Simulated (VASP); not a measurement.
SiC:

```xyz
8
Lattice="3.0757 0.0000 0.0000 -1.5378 2.6636 0.0000 0.0000 0.0000 10.0706" Properties=species:S:1:pos:R:3 pbc="T T T"
Si    0.0000    0.0000    1.8922
Si    0.0000    0.0000    6.9275
Si    0.0000    1.7758    4.4094
Si    1.5378    0.8879    9.4447
C     0.0000    0.0000    0.0046
C     0.0000    0.0000    5.0400
C     0.0000    1.7758    2.5157
C     1.5378    0.8879    7.5510
```

| Quantity | Value |
| --- | --- |
| Program | VASP 6.6.1 |
| Task | relaxation of cell and atoms |
| Functional | RPBE |
| Potentials or basis | VASP PAW PBE potentials, release 64 (Si, C) |
| Cutoff | 600 eV |
| k mesh | 10 × 10 × 3 |
| Occupations | fermi-dirac, width 0.05 eV |
| Spin | no spin polarisation |

At the start: pressure 6.5 GPa; volume 10.31 Å³/atom.

**Question.** Where does the relaxation end?

**Answer.** Over 5 steps the energy falls by 6.2 meV/atom and the volume is 10.62 Å³/atom (+3.0 %); space group P6_3mc (No. 186, to 0.1 Å) before and after.

Step by step:
```
step  energy change (eV)  largest force (eV/Å)  pressure (GPa)  volume (Å³)
   1              0.0000                0.0099            6.52        82.50
   2             -0.0003                0.0289           -5.86        87.62
   3             -0.0495                0.0109           -0.02        85.01
   4             -0.0495                0.0105            0.11        84.96
   5             -0.0495                0.0075            0.10        84.96
```

Final structure:
```cif
data_structure
_symmetry_space_group_name_H-M 'P 1'
_symmetry_Int_Tables_number 1
_cell_length_a 3.1061
_cell_length_b 3.1061
_cell_length_c 10.1689
_cell_angle_alpha 90.000
_cell_angle_beta 90.000
_cell_angle_gamma 120.000
_cell_volume 84.96
loop_
_atom_site_label
_atom_site_type_symbol
_atom_site_fract_x
_atom_site_fract_y
_atom_site_fract_z
_atom_site_occupancy
Si1 Si 0.00000 0.00000 0.18791 1
Si2 Si 0.00000 0.00000 0.68791 1
Si3 Si 0.33333 0.66667 0.43786 1
Si4 Si 0.66667 0.33333 0.93786 1
C1 C 0.00000 0.00000 0.00043 1
C2 C 0.00000 0.00000 0.50043 1
C3 C 0.33333 0.66667 0.24980 1
C4 C 0.66667 0.33333 0.74980 1
```

Caveat: the PAW data sets were made with another functional, which shifts forces and pressure a little.
